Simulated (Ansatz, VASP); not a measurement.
## Two plane-wave programs on KI

```
CELL_PARAMETERS angstrom
4.12589 0.00000 0.00000
0.00000 4.12589 0.00000
0.00000 0.00000 4.12589
ATOMIC_POSITIONS crystal
K 0.00000 0.00000 0.00000
I 0.50000 0.50000 0.50000
```

Alike in both runs: functional PBEsol; dispersion D3(BJ); k mesh 4 × 4 × 4; no spin polarisation.

Ansatz relaxed the structure, and its values are those at the end. VASP's run is a single point on that final structure, the one shown.

```csv
,VASP,Ansatz
version,VASP 6.6.1,Ansatz 0.2.0
potentials or method,"VASP PAW PBE potentials, release 64 (K_sv, I)","plane waves, PAW"
plane-wave cutoff (eV),520,420
occupations,"gaussian, width 0.01 eV",fixed
valence electrons in the cell,16,26
```

Ansatz gave:

| Item | Value |
| --- | --- |
| pressure (GPa) | 0.0 |

**Question.** Estimate VASP's values.

**Answer.** Pressure (GPa): 0.1.

VASP's potentials were made for PBE, not for PBEsol. VASP's potentials hold 16 valence electrons a cell and Ansatz's 26, so a difference there can come from the potentials and not from the codes.

Spin-orbit coupling is off throughout.
